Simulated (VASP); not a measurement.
Here is a VASP 6.6.1 calculation.

The input INCAR:

```
SYSTEM = In7GaAs8
PREC = Accurate ; ENCUT = 520
EDIFF = 1E-6 ; ISMEAR = 0
SIGMA = 0.1 ; LREAL = Auto
LASPH = .TRUE. ; NELM = 100
ALGO = Normal ; ISIF = 2
LWAVE = .FALSE. ; LCHARG = .FALSE.
GGA = PS ; NBANDS = 86
```

File KPOINTS:

```
regular mesh
0
G
  6 6 6
  0 0 0
```

Contents of POSCAR:

```
In7GaAs8
1.0
   -6.0351330198      0.0000000000      6.0351330198
   -6.0351330198     -6.0351330198      0.0000000000
    0.0000000000     -6.0351330198      6.0351330198
Ga In As
1 7 8
Direct
    0.0000000000      0.5000000000      0.0000000000
    0.0005162881     -0.0005162881      0.0005162881
    0.0005162881      0.5005162881      0.4994837119
    0.0005162881     -0.0005162881      0.4994837119
    0.4994837119      0.5005162881      0.0005162881
    0.4994837119     -0.0005162881      0.0005162881
    0.4994837119      0.5005162881      0.4994837119
    0.5000000000      0.0000000000      0.5000000000
    0.1199925718      0.1400222847      0.1199925718
    0.1199925718      0.6199925718      0.1199925718
    0.1249737919      0.1250087360      0.6250087360
    0.1199925718      0.6199925718      0.6400222847
    0.6250087360      0.1250087360      0.1249737919
    0.6400222847      0.6199925718      0.1199925718
    0.6250087360      0.1250087360      0.6250087360
    0.6250087360      0.6249737919      0.6250087360
```

Potentials or basis: VASP PAW PBE potentials, release 64 (Ga_d, In_d, As).

The run is started by

```sh
$ cat potpaw_PBE.64/Ga_d/POTCAR potpaw_PBE.64/In_d/POTCAR potpaw_PBE.64/As/POTCAR > POTCAR
$ mpirun -np 1 vasp_std > vasp.out
```

Question: Predict the band gap on the k mesh.

Answer: Zero (filled and empty bands touch).

Question: What does it give for the pressure?

Answer: 0.1 GPa.

Question: Estimate the largest force.

Answer: 0.019 eV/Å.

Forces in eV/Å, atoms in the order of the input:
```
Ga   0.000  0.000  0.000
In   0.000  0.000  0.019
In  -0.019  0.000  0.000
In   0.000  0.019  0.000
In   0.000 -0.019  0.000
In   0.019  0.000  0.000
In   0.000  0.000 -0.019
In   0.000  0.000  0.000
As  -0.002 -0.002 -0.002
As   0.002  0.002 -0.002
As  -0.001  0.001  0.001
As   0.002 -0.002  0.002
As   0.001 -0.001  0.001
As  -0.002  0.002  0.002
As   0.001  0.001 -0.001
As  -0.001 -0.001 -0.001
```

Caveat: the PAW data sets were made with another functional, which shifts forces and pressure a little; spin-orbit coupling is left out, which moves the levels of the heavy elements.
